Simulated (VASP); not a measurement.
# SnO (P4/nmm) in VASP: single point with LDA

Aim: the single point of SnO with LDA.

Everything below comes from runs of VASP 6.6.1. Logs are shortened: lines on timing, memory, paths and dates and some standing lists are left out, and cuts for length are marked.

## (1) The cell of the first run

It takes space group P4/nmm (No. 129, tetragonal). The conventional cell has a = 3.768 Å, b = 3.768 Å, c = 4.658 Å, α = 90.00°, β = 90.00°, γ = 90.00°. Sn (site symmetry 4mm) has 4 O at 2.20 Å within 2.9 Å. O (site symmetry -4m2) has 4 Sn at 2.20 Å and 4 O at 2.66 Å within 2.9 Å.

## (2) Single point, LDA

Input file INCAR:

```
PREC = Accurate ; ENCUT = 520
EDIFF = 1E-6 ; ISMEAR = 0
SIGMA = 0.1 ; LREAL = F
LASPH = T ; NELM = 80
ALGO = Normal ; ISIF = 2
LWAVE = F ; LCHARG = F
NBANDS = 28
```

Input file KPOINTS:

```
regular mesh
0
Gamma
  12 12 10
```

Input file POSCAR:

```
SnO
1.0
    3.7675269704      0.0000000000      0.0000000000
    0.0000000000      3.7675269704      0.0000000000
    0.0000000000      0.0000000000      4.6580395973
Sn O
2 2
Direct
    0.0000000000      0.5000000000      0.2456735948
    0.5000000000      0.0000000000      0.7543264052
    0.0000000000      0.0000000000      0.0000000000
    0.5000000000      0.5000000000      0.0000000000
```

Potentials or basis: VASP PAW LDA potentials, release 64 (Sn_d, O).

The run is started by

```sh
$ cat potpaw_LDA.64/Sn_d/POTCAR potpaw_LDA.64/O/POTCAR > POTCAR
$ mpirun -np 1 vasp_std > vasp.out
```

OUTCAR:

```text
PREC = Accurate
   ENCUT = 520
   EDIFF = 1E-6
   ISMEAR = 0
   LREAL = F
   LASPH = T
   NELM = 80
   ISIF = 2

 ion  position               nearest neighbor table
   1  0.000  0.500  0.246-   3 2.20   4 2.20   3 2.20   4 2.20   2 3.51   2 3.51   2 3.51   2 3.51
                             2 3.57   2 3.57   2 3.57   2 3.57
   2  0.500  0.000  0.754-   3 2.20   4 2.20   4 2.20   3 2.20   1 3.51   1 3.51   1 3.51   1 3.51
                             1 3.57   1 3.57   1 3.57   1 3.57
   3  0.000  0.000  0.000-   1 2.20   2 2.20   1 2.20   2 2.20
   4  0.500  0.500  0.000-   1 2.20   2 2.20   2 2.20   1 2.20

  LATTYP: Found a simple tetragonal cell.
 ALAT       =     3.7675269704
 C/A-ratio  =     1.2363652958

  Lattice vectors:

 A1 = (   3.7675269704,   0.0000000000,   0.0000000000)
 A2 = (   0.0000000000,   3.7675269704,   0.0000000000)
 A3 = (   0.0000000000,   0.0000000000,   4.6580395973)

Analysis of symmetry for initial positions (statically):
=====================================================================
 Subroutine PRICEL returns:
 Original cell was already a primitive cell.

 Routine SETGRP: Setting up the symmetry group for a
 simple tetragonal supercell.

 Subroutine GETGRP returns: Found 16 space group operations
 (whereof  8 operations were pure point group operations)
 out of a pool of 16 trial point group operations.

The static configuration has the point symmetry D_2d.
 The point group associated with its full space group is D_4h.

Analysis of symmetry for dynamics (positions and initial velocities):
=====================================================================
 Subroutine PRICEL returns:
 Original cell was already a primitive cell.

 Routine SETGRP: Setting up the symmetry group for a
 simple tetragonal supercell.

 Subroutine GETGRP returns: Found 16 space group operations
 (whereof  8 operations were pure point group operations)
 out of a pool of 16 trial point group operations.

The dynamic configuration has the point symmetry D_2d.
 The point group associated with its full space group is D_4h.

 Subroutine INISYM returns: Found 16 space group operations
 (whereof  8 operations are pure point group operations),
 and found     1 'primitive' translations

----------------------------------------------------------------------------------------

                                     Primitive cell

  volume of cell :      66.1174

  direct lattice vectors                    reciprocal lattice vectors
     3.767526970  0.000000000  0.000000000     0.265426103  0.000000000  0.000000000
     0.000000000  3.767526970  0.000000000     0.000000000  0.265426103  0.000000000
     0.000000000  0.000000000  4.658039597     0.000000000  0.000000000  0.214682589

  length of vectors
     3.767526970  3.767526970  4.658039597     0.265426103  0.265426103  0.214682589

  position of ions in fractional coordinates (direct lattice)
     0.000000000  0.500000000  0.245673595
     0.500000000  0.000000000  0.754326405
     0.000000000  0.000000000  0.000000000
     0.500000000  0.500000000  0.000000000

  ion indices of the primitive-cell ions
   primitive index   ion index
                 1           1
                 2           2
                 3           3
                 4           4

----------------------------------------------------------------------------------------

 KPOINTS: regular mesh

Automatic generation of k-mesh.
 Grid dimensions read from file:
 generate k-points for:   12   12   10

 Generating k-lattice:

  Cartesian coordinates                     Fractional coordinates (reciprocal lattice)
     0.022118842  0.000000000  0.000000000     0.083333333  0.000000000  0.000000000
     0.000000000  0.022118842  0.000000000     0.000000000  0.083333333  0.000000000
     0.000000000  0.000000000  0.021468259     0.000000000  0.000000000  0.100000000

  Length of vectors
     0.022118842  0.022118842  0.021468259

  Shift w.r.t. Gamma in fractional coordinates (k-lattice)
     0.000000000  0.000000000  0.000000000

 Subroutine IBZKPT returns following result:
 ===========================================

 Found    168 irreducible k-points:

 Following reciprocal coordinates:
            Coordinates               Weight
  0.000000  0.000000  0.000000      1.000000
  0.083333  0.000000  0.000000      4.000000
  0.166667  0.000000  0.000000      4.000000
  0.250000  0.000000  0.000000      4.000000
  0.333333  0.000000  0.000000      4.000000
  0.416667  0.000000  0.000000      4.000000
[... 16 lines left out ...]
  0.333333  0.333333  0.000000      4.000000
  0.416667  0.333333  0.000000      8.000000
 [... further k-points ...]
   k-points           NKPTS =    168   k-points in BZ     NKDIM =    168   number of bands    NBANDS=     28
   number of dos      NEDOS =    301   number of ions     NIONS =      4
   total plane-waves  NPLWV =  28224
   dimension x,y,z NGX =    28 NGY =   28 NGZ =   36
   dimension x,y,z NGXF=    56 NGYF=   56 NGZF=   72
   ions per type =               2   2
   NGX,Y,Z   is equivalent  to a cutoff of  12.36, 12.36, 12.85 a.u.
   NGXF,Y,Z  is equivalent  to a cutoff of  24.71, 24.71, 25.70 a.u.
 SYSTEM =  unknown system
   PREC   = accura    normal or accurate (medium, high low for compatibility)
   ISTART =      0    job   : 0-new  1-cont  2-samecut
   ICHARG =      2    charge: 1-file 2-atom 10-const
   ISPIN  =      1    spin polarized calculation?
   LNONCOLLINEAR =      F non collinear calculations
   LSORBIT =      F    spin-orbit coupling
   LASPH  =      T    aspherical Exc in radial PAW
   ENCUT  =  520.0 eV  38.22 Ry    6.18 a.u.   7.01  7.01  8.66*2*pi/ulx,y,z
   NELM   =     80;   NELMIN=  2; NELMDL= -5     # of ELM steps
   EDIFF  = 0.1E-05   stopping-criterion for ELM
   LREAL  =      F    real-space projection
   EDIFFG = 0.1E-04   stopping-criterion for IOM
   NSW    =      0    number of steps for IOM
   IBRION =     -1    ionic relax: 0-MD 1-quasi-New 2-CG
   NFREE  =      0    steps in history (QN), initial steepest desc. (CG)
   ISIF   =      2    stress and relaxation
   ISYM   =      2    0-nonsym 1-usesym 2-fastsym
   POTIM  = 0.5000    time-step for ionic-motion
   TEBEG  =    0.0;   TEEND  =   0.0 temperature during run
   PSTRESS=    0.0 pullay stress
   NELECT =      40.0000    total number of electrons
   NUPDOWN=      -1.0000    fix difference up-down
   EMIN   =  10.00;   EMAX   =-10.00  energy-range for DOS
   EFERMI =   0.00;   METHOD = LEGACY
   ISMEAR =     0;   SIGMA  =   0.10  broadening in eV -4-tet -1-fermi 0-gaus
   EFERMI_NEDOS =   21; number of points for ismear=-14 and -15
   IALGO  =     38    algorithm
   IMIX   =      4    mixing-type and parameters
     AMIX     =   0.40;   BMIX     =  1.00
     AMIX_MAG =   1.60;   BMIX_MAG =  1.00
  volume/ion in A,a.u.               =      16.53       111.55
  Fermi-wavevector in a.u.,A,eV,Ry     =   1.384595  2.616506 26.083786  1.917104
  Thomas-Fermi vector in A             =   2.509085
   LORBIT       =      0    0 simple, 1 ext, 2 COOP (PROOUT), +10 PAW based schemes
   GGA     = CA    functional components
   LHFCALC =     F    Hartree Fock is set to
   AEXX    =    0.0000 exact exchange contribution
   IVDW    =     0    specifies the selected vdW correction
   LEPSILON=     F    determine dielectric tensor
   LRPA    =     F    only Hartree local field effects (RPA)
 non-spin polarized calculation
 Gauss-broadening in eV      SIGMA  =   0.10
  energy-cutoff  :      520.00
  volume of cell :       66.12
 maximum number of plane-waves:      1806
   NGX = 15   NGY = 15   NGZ = 17

 number of electron      40.0000013 magnetization

 Free energy of the ion-electron system (eV)
  ---------------------------------------------------
  ext. energy  EPLUGINS =         0.00000000
  ---------------------------------------------------
  free energy    TOTEN  =       -25.73148085 eV

  energy without entropy =      -25.73037852  energy(sigma->0) =      -25.73092968

 E-fermi :   7.6405     XC(G=0): -10.9857

 val. band max:        7.6174534531   @ k =   0.0833   0.0833   0.0000
 cond. band min:       7.7242883884   @ k =   0.4167   0.4167   0.0000
 fundamental gap:      0.1068349353
 Fermi energy:         7.6405370975

 k-point     1 :       0.0000    0.0000    0.0000
  band No.  band energies     occupation
      1     -14.4287      2.00000
      2     -13.9581      2.00000
      3     -13.9581      2.00000
      4     -13.9398      2.00000
      5     -13.8949      2.00000
      6     -13.8895      2.00000
[... 20 lines left out ...]
     27      14.2662      0.00000
     28      14.5871      0.00000

 k-point     2 :       0.0833    0.0000    0.0000
  band No.  band energies     occupation
      1     -14.4245      2.00000
      2     -13.9565      2.00000
      3     -13.9556      2.00000
      4     -13.9384      2.00000
      5     -13.8916      2.00000
      6     -13.8900      2.00000
[... 20 lines left out ...]
     27      14.3795      0.00000
     28      15.2019      0.00000

 k-point     3 :       0.1667    0.0000    0.0000
  band No.  band energies     occupation
      1     -14.4125      2.00000
      2     -13.9643      2.00000
      3     -13.9515      2.00000
      4     -13.9484      2.00000
      5     -13.9083      2.00000
      6     -13.8910      2.00000
[... 20 lines left out ...]
     27      14.5126      0.00000
     28      16.5194      0.00000

 k-point     4 :       0.2500    0.0000    0.0000
  band No.  band energies     occupation
      1     -14.3936      2.00000
      2     -14.0550      2.00000
      3     -13.9430      2.00000
      4     -13.9372      2.00000
      5     -13.9060      2.00000
      6     -13.8921      2.00000
[... 20 lines left out ...]
     27      14.7216      0.00000
     28      17.9168      0.00000

 k-point     5 :       0.3333    0.0000    0.0000
  band No.  band energies     occupation
      1     -14.3678      2.00000
      2     -14.1467      2.00000
      3     -13.9319      2.00000
      4     -13.9235      2.00000
      5     -13.9011      2.00000
      6     -13.8930      2.00000
[... 20 lines left out ...]
     27      15.0075      0.00000
     28      17.6632      0.00000

 k-point     6 :       0.4167    0.0000    0.0000
  band No.  band energies     occupation
      1     -14.3333      2.00000
      2     -14.2249      2.00000
      3     -13.9199      2.00000
      4     -13.9096      2.00000
      5     -13.9023      2.00000
      6     -13.8944      2.00000
[... 463 lines left out ...]
      5     -13.8980      2.00000
      6     -13.8968      2.00000
[... 20 lines left out ...]
     27      15.2738      0.00000
     28      16.0027      0.00000

 k-point    22 :       0.5000    0.2500    0.0000
  band No.  band energies     occupation
      1     -14.3331      2.00000
      2     -14.3331      2.00000
      3     -13.9045      2.00000
      4     -13.9045      2.00000
      5     -13.9009      2.00000
      6     -13.9009      2.00000
[... 20 lines left out ...]
     27      15.6152      0.00000
     28      15.6152      0.00000

 k-point    23 :       0.3333    0.3333    0.0000
  band No.  band energies     occupation
      1     -14.3766      2.00000
      2     -14.2888      2.00000
      3     -13.9181      2.00000
      4     -13.9057      2.00000
      5     -13.9002      2.00000
      6     -13.8869      2.00000
[... 20 lines left out ...]
     27      14.9066      0.00000
     28      16.0849      0.00000

 k-point    24 :       0.4167    0.3333    0.0000
  band No.  band energies     occupation
      1     -14.3723      2.00000
      2     -14.3292      2.00000
      3     -13.9090      2.00000
      4     -13.9058      2.00000
      5     -13.9005      2.00000
      6     -13.8827      2.00000
[... 20 lines left out ...]
     27      15.1446      0.00000
     28      15.7225      0.00000

 [... further k-points ...]
[... 5 lines left out ...]
  --------------------------------------------------------------------------------------
  -------------------------------------------------------------------------------------
  Total        0.1381087      0.1381087      0.1433265      0.0000000      0.0000000      0.0000000
  in kB        3.3466922      3.3466922      3.4731317      0.0000000      0.0000000      0.0000000
  external PRESSURE =       3.3888387 kB  Pullay stress =       0.0000000 kB

 VOLUME and BASIS-vectors are now :
 -----------------------------------------------------------------------------
  energy-cutoff  :      520.00
  volume of cell :       66.12
      direct lattice vectors                 reciprocal lattice vectors
     3.767526970  0.000000000  0.000000000     0.265426103  0.000000000  0.000000000
     0.000000000  3.767526970  0.000000000     0.000000000  0.265426103  0.000000000
     0.000000000  0.000000000  4.658039597     0.000000000  0.000000000  0.214682589

 POSITION                                       TOTAL-FORCE (eV/Angst)
 -----------------------------------------------------------------------------------
      0.00000      1.88376      1.14436         0.000000      0.000000      0.113575
      1.88376      0.00000      3.51368        -0.000000      0.000000     -0.113575
      0.00000      0.00000      0.00000        -0.000000     -0.000000      0.000000
      1.88376      1.88376      0.00000        -0.000000      0.000000      0.000000
 -----------------------------------------------------------------------------------
    total drift:                                0.000000      0.000000      0.000000

  FREE ENERGIE OF THE ION-ELECTRON SYSTEM (eV)
  ---------------------------------------------------
  free  energy   TOTEN  =       -25.7314808492 eV

  energy  without entropy=      -25.7303785173  energy(sigma->0) =      -25.73092968
```

Run time: 3 min. Hardware: 1 thread of Intel Xeon Platinum 8259CL at 2.50GHz (Skylake/Cascade Lake), shared host; peak memory 0.34 GiB.

What came out:

| Property | Result |
| --- | --- |
| Free energy | -25.7315 eV |
| Pressure | 0.3 GPa |
| Largest force | 0.114 eV/Å |
| Band gap on the k mesh | zero (bands 20 and 21 overlap by 0.22 eV) |

Forces in eV/Å, atoms in the order of the input:
```
Sn   0.000  0.000  0.114
Sn   0.000  0.000 -0.114
O    0.000  0.000  0.000
O    0.000  0.000  0.000
```

Caveat: semilocal functionals underestimate gaps, and a narrow one can read as zero; spin-orbit coupling is left out, which moves the levels of the heavy elements.

The gap in the log of VASP goes by the Fermi energy; the results here count the filled bands.